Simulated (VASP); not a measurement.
# MnS (Fm-3m) in VASP: further runs

MnS is run at these levels: PBEsol; tasks: single point.

All numbers are computed with VASP 6.6.1; they aren't measurements. Logs are shortened: lines on timing, memory, paths and dates and some standing lists are left out, and cuts for length are marked.

### 1 The cell of the first run

The structure is cubic, space group Fm-3m (No. 225). Conventional cell: a = 4.588 Å, b = 4.588 Å, c = 4.588 Å, α = 90.00°, β = 90.00°, γ = 90.00°. Mn (site symmetry m-3m) has 6 S at 2.29 Å within 3.0 Å. Within 3.0 Å of S (site symmetry m-3m) lie 6 Mn at 2.29 Å.

### 2 Single point, PBEsol, collinear spin, ferromagnetic start

Contents of INCAR:

```
  PREC = Accurate
  ENCUT = 520
  EDIFF = 1E-7
  ISMEAR = -1
  SIGMA = 0.05
  LREAL = F
  LASPH = T
  NELM = 150
  ALGO = Normal
  ISIF = 2
  LWAVE = F
  LCHARG = F
  ISPIN = 2
  MAGMOM = 4 0
  LORBIT = 11
  LMAXMIX = 4
  GGA = PS
  NBANDS = 20
```

Contents of KPOINTS:

```
regular mesh
0
Gamma
  9 9 9
```

Contents of POSCAR:

```
MnS
1.0
    0.0000000000      2.2938896800      2.2938896800
    2.2938896800      0.0000000000      2.2938896800
    2.2938896800      2.2938896800      0.0000000000
Mn S
1 1
Direct
    0.0000000000      0.0000000000      0.0000000000
    0.5000000000      0.5000000000      0.5000000000
```

Potentials or basis: VASP PAW PBE potentials, release 64 (Mn_pv, S).

Run with:

```sh
cat potpaw_PBE.64/Mn_pv/POTCAR potpaw_PBE.64/S/POTCAR > POTCAR
mpirun -np 1 vasp_std > vasp.out
```

OUTCAR:

```text
PREC = Accurate
   ENCUT = 520
   EDIFF = 1E-7
   ISMEAR = -1
   LREAL = F
   LASPH = T
   NELM = 150
   ISIF = 2
   ISPIN = 2
   LORBIT = 11
   GGA = PS

 ion  position               nearest neighbor table
   1  0.000  0.000  0.000-   2 2.29   2 2.29   2 2.29   2 2.29   2 2.29   2 2.29
   2  0.500  0.500  0.500-   1 2.29   1 2.29   1 2.29   1 2.29   1 2.29   1 2.29

  LATTYP: Found a face centered cubic cell.
 ALAT       =     4.5877793600

  Lattice vectors:

 A1 = (   0.0000000000,   2.2938896800,   2.2938896800)
 A2 = (   2.2938896800,   0.0000000000,   2.2938896800)
 A3 = (   2.2938896800,   2.2938896800,   0.0000000000)

Analysis of symmetry for initial positions (statically):
=====================================================================
 Subroutine PRICEL returns:
 Original cell was already a primitive cell.

 Routine SETGRP: Setting up the symmetry group for a
 face centered cubic supercell.

 Subroutine GETGRP returns: Found 48 space group operations
 (whereof 48 operations were pure point group operations)
 out of a pool of 48 trial point group operations.

The static configuration has the point symmetry O_h .

Analysis of symmetry for dynamics (positions and initial velocities):
=====================================================================
 Subroutine PRICEL returns:
 Original cell was already a primitive cell.

 Routine SETGRP: Setting up the symmetry group for a
 face centered cubic supercell.

 Subroutine GETGRP returns: Found 48 space group operations
 (whereof 48 operations were pure point group operations)
 out of a pool of 48 trial point group operations.

The dynamic configuration has the point symmetry O_h .

Analysis of structural, dynamic, and magnetic symmetry:
=====================================================================
 Subroutine PRICEL returns:
 Original cell was already a primitive cell.

 Routine SETGRP: Setting up the symmetry group for a
 face centered cubic supercell.

 Subroutine GETGRP returns: Found 48 space group operations
 (whereof 48 operations were pure point group operations)
 out of a pool of 48 trial point group operations.

The overall configuration has the point symmetry O_h .

 Subroutine INISYM returns: Found 48 space group operations
 (whereof 48 operations are pure point group operations),
 and found     1 'primitive' translations

----------------------------------------------------------------------------------------

                                     Primitive cell

  volume of cell :      24.1406

  direct lattice vectors                    reciprocal lattice vectors
     0.000000000  2.293889680  2.293889680    -0.217970378  0.217970378  0.217970378
     2.293889680  0.000000000  2.293889680     0.217970378 -0.217970378  0.217970378
     2.293889680  2.293889680  0.000000000     0.217970378  0.217970378 -0.217970378

  length of vectors
     3.244049896  3.244049896  3.244049896     0.377535769  0.377535769  0.377535769

  position of ions in fractional coordinates (direct lattice)
     0.000000000  0.000000000  0.000000000
     0.500000000  0.500000000  0.500000000

  ion indices of the primitive-cell ions
   primitive index   ion index
                 1           1
                 2           2

----------------------------------------------------------------------------------------

 KPOINTS: regular mesh

Automatic generation of k-mesh.
 Grid dimensions read from file:
 generate k-points for:    9    9    9

 Generating k-lattice:

  Cartesian coordinates                     Fractional coordinates (reciprocal lattice)
    -0.024218931  0.024218931  0.024218931     0.111111111  0.000000000  0.000000000
     0.024218931 -0.024218931  0.024218931     0.000000000  0.111111111  0.000000000
     0.024218931  0.024218931 -0.024218931     0.000000000  0.000000000  0.111111111

  Length of vectors
     0.041948419  0.041948419  0.041948419

  Shift w.r.t. Gamma in fractional coordinates (k-lattice)
     0.000000000  0.000000000  0.000000000

 Subroutine IBZKPT returns following result:
 ===========================================

 Found     35 irreducible k-points:

 Following reciprocal coordinates:
            Coordinates               Weight
  0.000000  0.000000  0.000000      1.000000
  0.111111  0.000000  0.000000      8.000000
  0.222222  0.000000  0.000000      8.000000
  0.333333  0.000000  0.000000      8.000000
  0.444444  0.000000  0.000000      8.000000
  0.111111  0.111111  0.000000      6.000000
[... 16 lines left out ...]
 -0.333333  0.333333  0.000000     12.000000
  0.444444  0.444444  0.000000      6.000000
 [... further k-points ...]
   k-points           NKPTS =     35   k-points in BZ     NKDIM =     35   number of bands    NBANDS=     20
   number of dos      NEDOS =    301   number of ions     NIONS =      2
   total plane-waves  NPLWV =  13824
   dimension x,y,z NGX =    24 NGY =   24 NGZ =   24
   dimension x,y,z NGXF=    48 NGYF=   48 NGZF=   48
   ions per type =               1   1
   NGX,Y,Z   is equivalent  to a cutoff of  12.30, 12.30, 12.30 a.u.
   NGXF,Y,Z  is equivalent  to a cutoff of  24.60, 24.60, 24.60 a.u.
 SYSTEM =  unknown system
   PREC   = accura    normal or accurate (medium, high low for compatibility)
   ISTART =      0    job   : 0-new  1-cont  2-samecut
   ICHARG =      2    charge: 1-file 2-atom 10-const
   ISPIN  =      2    spin polarized calculation?
   LNONCOLLINEAR =      F non collinear calculations
   LSORBIT =      F    spin-orbit coupling
   LASPH  =      T    aspherical Exc in radial PAW
   ENCUT  =  520.0 eV  38.22 Ry    6.18 a.u.   6.03  6.03  6.03*2*pi/ulx,y,z
   NELM   =    150;   NELMIN=  2; NELMDL= -5     # of ELM steps
   EDIFF  = 0.1E-06   stopping-criterion for ELM
   LREAL  =      F    real-space projection
   EDIFFG = 0.1E-05   stopping-criterion for IOM
   NSW    =      0    number of steps for IOM
   IBRION =     -1    ionic relax: 0-MD 1-quasi-New 2-CG
   NFREE  =      0    steps in history (QN), initial steepest desc. (CG)
   ISIF   =      2    stress and relaxation
   ISYM   =      2    0-nonsym 1-usesym 2-fastsym
   POTIM  = 0.5000    time-step for ionic-motion
   TEBEG  =    0.0;   TEEND  =   0.0 temperature during run
   PSTRESS=    0.0 pullay stress
   NELECT =      19.0000    total number of electrons
   NUPDOWN=      -1.0000    fix difference up-down
   EMIN   =  10.00;   EMAX   =-10.00  energy-range for DOS
   EFERMI =   0.00;   METHOD = LEGACY
   ISMEAR =    -1;   SIGMA  =   0.05  broadening in eV -4-tet -1-fermi 0-gaus
   EFERMI_NEDOS =   21; number of points for ismear=-14 and -15
   IALGO  =     38    algorithm
   IMIX   =      4    mixing-type and parameters
     AMIX     =   0.40;   BMIX     =  1.00
     AMIX_MAG =   1.60;   BMIX_MAG =  1.00
  volume/ion in A,a.u.               =      12.07        81.45
  Fermi-wavevector in a.u.,A,eV,Ry     =   1.511507  2.856334 31.084598  2.284654
  Thomas-Fermi vector in A             =   2.621555
   LORBIT       =     11    0 simple, 1 ext, 2 COOP (PROOUT), +10 PAW based schemes
   GGA     = PS    functional components
   LHFCALC =     F    Hartree Fock is set to
   AEXX    =    0.0000 exact exchange contribution
   IVDW    =     0    specifies the selected vdW correction
   LEPSILON=     F    determine dielectric tensor
   LRPA    =     F    only Hartree local field effects (RPA)
 spin polarized calculation
  energy-cutoff  :      520.00
  volume of cell :       24.14
 maximum number of plane-waves:       659
   NGX = 13   NGY = 13   NGZ = 13

 number of electron      19.0000017 magnetization       2.8405899

 Free energy of the ion-electron system (eV)
  ---------------------------------------------------
  ext. energy  EPLUGINS =         0.00000000
  ---------------------------------------------------
  free energy    TOTEN  =       -14.63038870 eV

  energy without entropy =      -14.61454056  energy(sigma->0) =      -14.62246463

 E-fermi :  11.2206     XC(G=0): -12.8280

 val. band max:       11.2074113143   @ k =  -0.2222   0.3333   0.1111
 cond. band min:      11.2461474526   @ k =   0.3333   0.1111   0.0000
 fundamental gap:      0.0387361383
 Fermi energy:        11.2206251937

 spin component 1

 k-point     1 :       0.0000    0.0000    0.0000
  band No.  band energies     occupation
      1     -38.3105      1.00000
      2     -38.3105      1.00000
      3     -38.3105      1.00000
      4      -6.1259      1.00000
      5       7.8828      1.00000
      6       7.8828      1.00000
[... 12 lines left out ...]
     19      25.6767      0.00000
     20      28.0003      0.00000

 k-point     2 :       0.1111    0.0000    0.0000
  band No.  band energies     occupation
      1     -38.3171      1.00000
      2     -38.3114      1.00000
      3     -38.3114      1.00000
      4      -5.9146      1.00000
      5       7.0612      1.00000
      6       7.2786      1.00000
[... 498 lines left out ...]
 k-point    24 :       0.4444    0.4444    0.0000
  band No.  band energies     occupation
      1     -38.3586      1.00000
      2     -38.3303      1.00000
      3     -38.3303      1.00000
      4      -3.5853      1.00000
      5       3.1395      1.00000
      6       6.5501      1.00000
[... 12 lines left out ...]
     19      29.3658      0.00000
     20      29.3658      0.00000

 [... further k-points ...]

 spin component 2

 k-point     1 :       0.0000    0.0000    0.0000
  band No.  band energies     occupation
      1     -35.5245      1.00000
      2     -35.5245      1.00000
      3     -35.5245      1.00000
      4      -5.9119      1.00000
      5       9.4213      1.00000
      6       9.4213      1.00000
[... 12 lines left out ...]
     19      26.4763      0.00000
     20      29.0281      0.00000

 k-point     2 :       0.1111    0.0000    0.0000
  band No.  band energies     occupation
      1     -35.5324      1.00000
      2     -35.5255      1.00000
      3     -35.5255      1.00000
      4      -5.7025      1.00000
      5       7.9351      1.00000
      6       8.3398      1.00000
[... 498 lines left out ...]
 k-point    24 :       0.4444    0.4444    0.0000
  band No.  band energies     occupation
      1     -35.5813      1.00000
      2     -35.5477      1.00000
      3     -35.5477      1.00000
      4      -3.3649      1.00000
      5       3.4202      1.00000
      6       7.0385      1.00000
[... 12 lines left out ...]
     19      29.8460      0.00000
     20      29.8460      0.00000

 [... further k-points ...]
[... 5 lines left out ...]
  --------------------------------------------------------------------------------------
  -------------------------------------------------------------------------------------
  Total        3.0770857      3.0770857      3.0770857      0.0000000      0.0000000      0.0000000
  in kB      204.2220331    204.2220331    204.2220331      0.0000000      0.0000000      0.0000000
  external PRESSURE =     204.2220331 kB  Pullay stress =       0.0000000 kB

 VOLUME and BASIS-vectors are now :
 -----------------------------------------------------------------------------
  energy-cutoff  :      520.00
  volume of cell :       24.14
      direct lattice vectors                 reciprocal lattice vectors
     0.000000000  2.293889680  2.293889680    -0.217970378  0.217970378  0.217970378
     2.293889680  0.000000000  2.293889680     0.217970378 -0.217970378  0.217970378
     2.293889680  2.293889680  0.000000000     0.217970378  0.217970378 -0.217970378

 POSITION                                       TOTAL-FORCE (eV/Angst)
 -----------------------------------------------------------------------------------
      0.00000      0.00000      0.00000        -0.000000      0.000000     -0.000000
      2.29389      2.29389      2.29389         0.000000     -0.000000      0.000000
 -----------------------------------------------------------------------------------
    total drift:                                0.000000     -0.000000     -0.000000

  FREE ENERGIE OF THE ION-ELECTRON SYSTEM (eV)
  ---------------------------------------------------
  free  energy   TOTEN  =       -14.6303886973 eV

  energy  without entropy=      -14.6145405611  energy(sigma->0) =      -14.62246463

 total charge

# of ion       s       p       d       tot
------------------------------------------
    1        0.310   6.311   5.277  11.898
    2        1.313   2.453   0.000   3.766
--------------------------------------------------
tot          1.623   8.764   5.277  15.664

 magnetization (x)

# of ion       s       p       d       tot
------------------------------------------
    1        0.052   0.034   2.611   2.697
    2        0.012   0.019   0.000   0.031
--------------------------------------------------
tot          0.064   0.054   2.611   2.728
```

Run time: 46 s. Hardware: 1 thread of Intel Xeon 8259CL, shared host; peak memory 0.16 GiB.

Results:

| Quantity | Value |
| --- | --- |
| Free energy | -14.6304 eV |
| Pressure | 20.4 GPa |
| Net moment | 2.84 μB per cell |
| Site moments | Mn +2.70; S +0.03 μB |
| Valence electrons inside the program's atomic spheres | Mn 11.90; S 3.77 |

Caveat: the cell stands under pressure; the PAW data sets were made with another functional, which shifts forces and pressure a little; a cell with one magnetic atom can't hold antiferromagnetic order, which such compounds often take; semilocal functionals often make such compounds metallic where correlation or magnetic order opens a gap, which also shifts bond lengths. With open d or f shells a metallic result of PBEsol can be an artefact of self-interaction; +U or a hybrid may open a gap.

### 3 Single point, PBEsol, collinear spin, ferromagnetic start

This run uses another cell than the first one, of 13.35 Å³/atom.

Contents of INCAR:

```
ALGO = Normal
EDIFF = 1E-6
ENCUT = 520
GGA = PS
ISIF = 2
ISMEAR = -1
ISPIN = 2
LASPH = True
LCHARG = False
LMAXMIX = 4
LORBIT = 11
LREAL = False
LWAVE = False
MAGMOM = 4 0
NBANDS = 20
NELM = 150
PREC = Accurate
SIGMA = 0.05
```

Contents of KPOINTS:

```
k-points
0
Gamma
  9 9 9
```

Contents of POSCAR:

```
MnS
1.0
    0.0000000000      2.3725061474      2.3725061474
    2.3725061474      0.0000000000      2.3725061474
    2.3725061474      2.3725061474      0.0000000000
Mn S
1 1
Direct
    0.0000000000      0.0000000000      0.0000000000
    0.5000000000      0.5000000000      0.5000000000
```

Potentials or basis: VASP PAW PBE potentials, release 64 (Mn_pv, S).

Run with:

```sh
cat potpaw_PBE.64/Mn_pv/POTCAR potpaw_PBE.64/S/POTCAR > POTCAR
mpirun -np 1 vasp_std > vasp.out
```

OUTCAR:

```text
EDIFF = 1E-6
   ENCUT = 520
   GGA = PS
   ISIF = 2
   ISMEAR = -1
   ISPIN = 2
   LASPH = True
   LORBIT = 11
   LREAL = False
   NELM = 150
   PREC = Accurate

 ion  position               nearest neighbor table
   1  0.000  0.000  0.000-   2 2.37   2 2.37   2 2.37   2 2.37   2 2.37   2 2.37
   2  0.500  0.500  0.500-   1 2.37   1 2.37   1 2.37   1 2.37   1 2.37   1 2.37

  LATTYP: Found a face centered cubic cell.
 ALAT       =     4.7450122948

  Lattice vectors:

 A1 = (   0.0000000000,   2.3725061474,   2.3725061474)
 A2 = (   2.3725061474,   0.0000000000,   2.3725061474)
 A3 = (   2.3725061474,   2.3725061474,   0.0000000000)

Analysis of symmetry for initial positions (statically):
=====================================================================
 Subroutine PRICEL returns:
 Original cell was already a primitive cell.

 Routine SETGRP: Setting up the symmetry group for a
 face centered cubic supercell.

 Subroutine GETGRP returns: Found 48 space group operations
 (whereof 48 operations were pure point group operations)
[... 742 lines left out ...]

 k-point     1 :       0.0000    0.0000    0.0000
  band No.  band energies     occupation
      1     -36.5614      1.00000
      2     -36.5614      1.00000
      3     -36.5614      1.00000
      4      -6.4468      1.00000
      5       8.0560      1.00000
      6       8.0560      1.00000
[... 541 lines left out ...]
     19      27.3094      0.00000
     20      27.3094      0.00000

 [... further k-points ...]
[... 5 lines left out ...]
  --------------------------------------------------------------------------------------
  -------------------------------------------------------------------------------------
  Total        1.7312376      1.7312376      1.7312376      0.0000000     -0.0000000      0.0000000
  in kB      103.8520834    103.8520834    103.8520834      0.0000000     -0.0000000      0.0000000
  external PRESSURE =     103.8520834 kB  Pullay stress =       0.0000000 kB

 VOLUME and BASIS-vectors are now :
 -----------------------------------------------------------------------------
  energy-cutoff  :      520.00
  volume of cell :       26.71
      direct lattice vectors                 reciprocal lattice vectors
     0.000000000  2.372506147  2.372506147    -0.210747610  0.210747610  0.210747610
     2.372506147  0.000000000  2.372506147     0.210747610 -0.210747610  0.210747610
     2.372506147  2.372506147  0.000000000     0.210747610  0.210747610 -0.210747610

 POSITION                                       TOTAL-FORCE (eV/Angst)
 -----------------------------------------------------------------------------------
      0.00000      0.00000      0.00000        -0.000000     -0.000000     -0.000000
      2.37251      2.37251      2.37251         0.000000      0.000000      0.000000
 -----------------------------------------------------------------------------------
    total drift:                               -0.000000      0.000000      0.000000

  FREE ENERGIE OF THE ION-ELECTRON SYSTEM (eV)
  ---------------------------------------------------
  free  energy   TOTEN  =       -14.8839076258 eV

  energy  without entropy=      -14.8735066005  energy(sigma->0) =      -14.87870711

 total charge

# of ion       s       p       d       tot
------------------------------------------
    1        0.281   6.267   5.140  11.689
    2        1.319   2.427   0.000   3.746
--------------------------------------------------
tot          1.600   8.694   5.140  15.434

 magnetization (x)

# of ion       s       p       d       tot
------------------------------------------
    1        0.056   0.044   3.257   3.356
    2        0.022   0.030   0.000   0.052
--------------------------------------------------
tot          0.077   0.074   3.257   3.408
```

It took 94 s on 1 thread of Intel Xeon 8259CL, shared host; peak memory 0.19 GiB.

Results:

```
Free energy                                           : -14.8839 eV
Pressure                                              : 10.4 GPa
Net moment                                            : 3.60 μB per cell
Site moments                                          : Mn +3.36; S +0.05 μB
Valence electrons inside the program's atomic spheres : Mn 11.69; S 3.75
```

Levels at points of the mesh, in eV from the Fermi level:
Spin up:
| k point | band 7 | band 8 | band 9 | band 10 | band 11 | band 12 | band 13 | band 14 | band 15 | band 16 |
| --- | --- | --- | --- | --- | --- | --- | --- | --- | --- | --- |
| (0.00, 0.00, 0.00) | -3.37 | -3.20 | -3.20 | -2.02 | -2.02 | -2.02 | 4.39 | 9.51 | 9.51 | 9.51 |
Spin down:
```csv
k point,band 6,band 7,band 8,band 9,band 10,band 11
"(0.00, 0.00, 0.00)",-1.82,-1.82,-0.69,-0.69,-0.69,-0.55
```

Caveat: the cell stands under pressure; the PAW data sets were made with another functional, which shifts forces and pressure a little; a cell with one magnetic atom can't hold antiferromagnetic order, which such compounds often take; semilocal functionals often make such compounds metallic where correlation or magnetic order opens a gap, which also shifts bond lengths.
